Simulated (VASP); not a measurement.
# Sn4SeS3 (Pm) in VASP: a series of runs, part 2 of 2

VASP 6.6.1. The steps go on from the part before.

### 3 Single point, PBE

Input file INCAR:

```
PREC = Accurate ; ENCUT = 520
EDIFF = 1E-6 ; ISMEAR = 0
SIGMA = 0.02 ; LREAL = False
LASPH = True ; NELM = 80
ALGO = Normal ; ISIF = 2
LWAVE = False ; LCHARG = False
GGA = PE ; NBANDS = 50
KPAR = 4
```

Input file KPOINTS:

```
regular mesh
0
Gamma
  8 10 4
```

Input file POSCAR:

```
Sn4SeS3
1.0
    4.3212155087      0.0000000000      0.0380018588
    0.0000000000      4.1298597919      0.0000000000
   -0.5623891195      0.0000000000     11.7331489672
Sn Se S
4 1 3
Direct
    0.9844701571      0.5000000000      0.0031014136
    0.3146690385      0.0000000000      0.7548936999
    0.3577833564      0.5000000000      0.4935559566
    0.7799886695      0.0000000000      0.2429227542
    0.8920818598      0.0000000000      0.4768606308
    0.3771813896      0.5000000000      0.2700743855
    0.3943142965      0.0000000000      0.9780738378
    0.8995112326      0.5000000000      0.7805173214
```

Potentials or basis: VASP PAW PBE potentials, release 64 (Sn_d, Se, S).

Launch:

```console
$ cat potpaw_PBE.64/Sn_d/POTCAR potpaw_PBE.64/Se/POTCAR potpaw_PBE.64/S/POTCAR > POTCAR
$ mpirun -np 4 vasp_std > vasp.out
```

OUTCAR:

```text
PREC = Accurate
   ENCUT = 520
   EDIFF = 1E-6
   ISMEAR = 0
   LREAL = False
   LASPH = True
   NELM = 80
   ISIF = 2
   GGA = PE

 ion  position               nearest neighbor table
   1  0.984  0.500  0.003-   8 2.63   7 2.74   7 2.74   4 3.63   4 3.63
   2  0.315  0.000  0.755-   7 2.63   8 2.76   8 2.76   8 3.27   8 3.27   3 3.71   3 3.71
   3  0.358  0.500  0.494-   6 2.63   5 2.88   5 2.88   5 3.11   5 3.11   2 3.71   2 3.71
   4  0.780  0.000  0.243-   6 2.73   6 2.73   5 2.77   1 3.63   1 3.63
   5  0.892  0.000  0.477-   4 2.77   3 2.88   3 2.88   3 3.11   3 3.11
   6  0.377  0.500  0.270-   3 2.63   4 2.73   4 2.73
   7  0.394  0.000  0.978-   2 2.63   1 2.74   1 2.74
   8  0.900  0.500  0.781-   1 2.63   2 2.76   2 2.76   2 3.27   2 3.27

  LATTYP: Found a simple monoclinic cell.
 ALAT       =     4.3213826044
 B/A-ratio  =     0.9556802001
 C/A-ratio  =     2.7182548799
 COS(beta)  =    -0.0390909996

  Lattice vectors:

 A1 = (   4.3212155087,   0.0000000000,   0.0380018588)
 A2 = (   0.0000000000,   4.1298597919,   0.0000000000)
 A3 = (  -0.5623891195,   0.0000000000,  11.7331489672)

Analysis of symmetry for initial positions (statically):
=====================================================================
 Subroutine PRICEL returns:
 Original cell was already a primitive cell.

 Routine SETGRP: Setting up the symmetry group for a
 simple monoclinic supercell.

 Subroutine GETGRP returns: Found  2 space group operations
 (whereof  2 operations were pure point group operations)
 out of a pool of  4 trial point group operations.

The static configuration has the point symmetry C_1h.

Analysis of symmetry for dynamics (positions and initial velocities):
=====================================================================
 Subroutine PRICEL returns:
 Original cell was already a primitive cell.

 Routine SETGRP: Setting up the symmetry group for a
 simple monoclinic supercell.

 Subroutine GETGRP returns: Found  2 space group operations
 (whereof  2 operations were pure point group operations)
 out of a pool of  4 trial point group operations.

The dynamic configuration has the point symmetry C_1h.

 Subroutine INISYM returns: Found  2 space group operations
 (whereof  2 operations are pure point group operations),
 and found     1 'primitive' translations

----------------------------------------------------------------------------------------

                                     Primitive cell

  volume of cell :     209.4782

  direct lattice vectors                    reciprocal lattice vectors
     4.321215509  0.000000000  0.038001859     0.231318862  0.000000000  0.011087493
     0.000000000  4.129859792  0.000000000     0.000000000  0.242138971  0.000000000
    -0.562389120  0.000000000 11.733148967    -0.000749206  0.000000000  0.085192701

  length of vectors
     4.321382604  4.129859792 11.746619352     0.231584431  0.242138971  0.085195996

  position of ions in fractional coordinates (direct lattice)
     0.984470157  0.500000000  0.003101414
     0.314669038  0.000000000  0.754893700
     0.357783356  0.500000000  0.493555957
[... 39 lines left out ...]
 ===========================================

 Found    108 irreducible k-points:

 Following reciprocal coordinates:
            Coordinates               Weight
  0.000000  0.000000  0.000000      1.000000
  0.125000  0.000000  0.000000      2.000000
  0.250000  0.000000  0.000000      2.000000
  0.375000  0.000000 -0.000000      2.000000
  0.500000  0.000000  0.000000      1.000000
  0.000000  0.100000  0.000000      2.000000
[... 16 lines left out ...]
  0.250000  0.400000  0.000000      4.000000
  0.375000  0.400000 -0.000000      4.000000
 [... further k-points ...]
   k-points           NKPTS =    108   k-points in BZ     NKDIM =    108   number of bands    NBANDS=     50
   number of dos      NEDOS =    301   number of ions     NIONS =      8
   total plane-waves  NPLWV =  92160
   dimension x,y,z NGX =    32 NGY =   32 NGZ =   90
   dimension x,y,z NGXF=    64 NGYF=   64 NGZF=  180
   ions per type =               4   1   3
   NGX,Y,Z   is equivalent  to a cutoff of  12.31, 12.88, 12.74 a.u.
   NGXF,Y,Z  is equivalent  to a cutoff of  24.62, 25.76, 25.47 a.u.
 SYSTEM =  unknown system
   PREC   = accura    normal or accurate (medium, high low for compatibility)
   ISTART =      0    job   : 0-new  1-cont  2-samecut
   ICHARG =      2    charge: 1-file 2-atom 10-const
   ISPIN  =      1    spin polarized calculation?
   LNONCOLLINEAR =      F non collinear calculations
   LSORBIT =      F    spin-orbit coupling
   LASPH  =      T    aspherical Exc in radial PAW
   ENCUT  =  520.0 eV  38.22 Ry    6.18 a.u.   8.03  7.68 21.84*2*pi/ulx,y,z
   NELM   =     80;   NELMIN=  2; NELMDL= -5     # of ELM steps
   EDIFF  = 0.1E-05   stopping-criterion for ELM
   LREAL  =      F    real-space projection
   EDIFFG = 0.1E-04   stopping-criterion for IOM
   NSW    =      0    number of steps for IOM
   IBRION =     -1    ionic relax: 0-MD 1-quasi-New 2-CG
   NFREE  =      0    steps in history (QN), initial steepest desc. (CG)
   ISIF   =      2    stress and relaxation
   ISYM   =      2    0-nonsym 1-usesym 2-fastsym
   POTIM  = 0.5000    time-step for ionic-motion
   TEBEG  =    0.0;   TEEND  =   0.0 temperature during run
   PSTRESS=    0.0 pullay stress
   NELECT =      80.0000    total number of electrons
   NUPDOWN=      -1.0000    fix difference up-down
   EMIN   =  10.00;   EMAX   =-10.00  energy-range for DOS
   EFERMI =   0.00;   METHOD = LEGACY
   ISMEAR =     0;   SIGMA  =   0.02  broadening in eV -4-tet -1-fermi 0-gaus
   EFERMI_NEDOS =   21; number of points for ismear=-14 and -15
   IALGO  =     38    algorithm
   IMIX   =      4    mixing-type and parameters
     AMIX     =   0.40;   BMIX     =  1.00
     AMIX_MAG =   1.60;   BMIX_MAG =  1.00
  volume/ion in A,a.u.               =      26.18       176.70
  Fermi-wavevector in a.u.,A,eV,Ry     =   1.187750  2.244523 19.194435  1.410751
  Thomas-Fermi vector in A             =   2.323895
   LORBIT       =      0    0 simple, 1 ext, 2 COOP (PROOUT), +10 PAW based schemes
   GGA     = PE    functional components
   LHFCALC =     F    Hartree Fock is set to
   AEXX    =    0.0000 exact exchange contribution
   IVDW    =     0    specifies the selected vdW correction
   LEPSILON=     F    determine dielectric tensor
   LRPA    =     F    only Hartree local field effects (RPA)
 non-spin polarized calculation
 Gauss-broadening in eV      SIGMA  =   0.02
  energy-cutoff  :      520.00
  volume of cell :      209.48
 maximum number of plane-waves:      5676
   NGX = 17   NGY = 15   NGZ = 43

 number of electron      80.0000007 magnetization

 Free energy of the ion-electron system (eV)
  ---------------------------------------------------
  ext. energy  EPLUGINS =         0.00000000
  ---------------------------------------------------
  free energy    TOTEN  =       -34.68612857 eV

  energy without entropy =      -34.68612857  energy(sigma->0) =      -34.68612857

 E-fermi :   5.6084     XC(G=0):  -9.5438

 val. band max:        5.4423275818   @ k =   0.5000   0.0000   0.5000
 cond. band min:       6.0497026662   @ k =   0.0000   0.0000   0.0000
 fundamental gap:      0.6073750844
 Fermi energy:         5.6084161126

 k-point     1 :       0.0000    0.0000    0.0000
  band No.  band energies     occupation
      1     -15.9048      2.00000
      2     -15.9012      2.00000
      3     -15.8917      2.00000
      4     -15.8883      2.00000
      5     -15.8874      2.00000
      6     -15.8759      2.00000
[... 1261 lines left out ...]
     49      10.3642      0.00000
     50      10.6218      0.00000

 [... further k-points ...]
[... 5 lines left out ...]
  --------------------------------------------------------------------------------------
  -------------------------------------------------------------------------------------
  Total       -0.0205798     -0.0390279     -0.0457599      0.0000000      0.0000000      0.0034768
  in kB       -0.1574030     -0.2985022     -0.3499913      0.0000000      0.0000000      0.0265919
  external PRESSURE =      -0.2686321 kB  Pullay stress =       0.0000000 kB

 VOLUME and BASIS-vectors are now :
 -----------------------------------------------------------------------------
  energy-cutoff  :      520.00
  volume of cell :      209.48
      direct lattice vectors                 reciprocal lattice vectors
     4.321215509  0.000000000  0.038001859     0.231318862  0.000000000  0.011087493
     0.000000000  4.129859792  0.000000000     0.000000000  0.242138971  0.000000000
    -0.562389120  0.000000000 11.733148967    -0.000749206  0.000000000  0.085192701

 POSITION                                       TOTAL-FORCE (eV/Angst)
 -----------------------------------------------------------------------------------
      4.25236      2.06493      0.07380        -0.004681      0.000000     -0.001339
      0.93521      0.00000      8.86924         0.002650      0.000000     -0.001144
      1.26849      2.06493      5.80456         0.005742      0.000000      0.003794
      3.23388      0.00000      2.87989         0.004979      0.000000     -0.009399
      3.58670      0.00000      5.62898        -0.003256      0.000000      0.007499
      1.47800      2.06493      3.18316        -0.006292      0.000000     -0.001872
      1.15386      0.00000     11.49087         0.003916      0.000000      0.001462
      3.44803      2.06493      9.19211        -0.003058      0.000000      0.000999
 -----------------------------------------------------------------------------------
    total drift:                                0.000300      0.000000     -0.001825

  FREE ENERGIE OF THE ION-ELECTRON SYSTEM (eV)
  ---------------------------------------------------
  free  energy   TOTEN  =       -34.6861285726 eV

  energy  without entropy=      -34.6861285726  energy(sigma->0) =      -34.68612857
```

Wall time 2.8 min (4 MPI ranks of AMD EPYC 9755, shared host); peak memory 0.89 GiB.

What came out:

```
Free energy            : -34.6861 eV
Pressure               : 0.0 GPa
Largest force          : 0.011 eV/Å
Band gap on the k mesh : 0.61 eV (least direct gap 0.94 eV)
```

Forces in eV/Å, atoms in the order of the input:
```
Sn  -0.005  0.000 -0.001
Sn   0.003  0.000 -0.001
Sn   0.006  0.000  0.004
Sn   0.005  0.000 -0.009
Se  -0.003  0.000  0.007
S   -0.006  0.000 -0.002
S    0.004  0.000  0.001
S   -0.003  0.000  0.001
```

Levels at points of the mesh, in eV from the valence-band top:
| k point | band 37 | band 38 | band 39 | band 40 | band 41 | band 42 | band 43 | band 44 |
| --- | --- | --- | --- | --- | --- | --- | --- | --- |
| (0.00, 0.00, 0.00) | -1.82 | -1.75 | -0.68 | -0.57 | 0.61 | 2.74 | 2.94 | 3.67 |
| (0.50, 0.00, 0.00) | -0.89 | -0.83 | -0.21 | -0.12 | 1.21 | 1.45 | 1.54 | 1.75 |
| (0.00, 0.50, 0.00) | -1.02 | -0.92 | -0.75 | -0.41 | 0.94 | 1.17 | 1.45 | 1.62 |
| (0.50, 0.50, 0.00) | -2.31 | -2.09 | -1.78 | -1.73 | 2.63 | 2.80 | 3.05 | 3.10 |
| (0.00, 0.00, 0.50) | -2.00 | -1.95 | -0.64 | -0.60 | 2.33 | 2.47 | 2.65 | 2.91 |
| (0.50, 0.00, 0.50) | -0.81 | -0.67 | -0.22 | 0.00 | 1.27 | 1.49 | 1.58 | 1.60 |
| (0.00, 0.50, 0.50) | -1.06 | -0.91 | -0.81 | -0.45 | 1.19 | 1.45 | 1.46 | 1.65 |
| (0.50, 0.50, 0.50) | -2.04 | -1.86 | -1.64 | -1.45 | 2.06 | 2.52 | 2.84 | 3.28 |

Caveat: spin-orbit coupling is left out, which moves the levels of the heavy elements. A k mesh can miss the band edges.
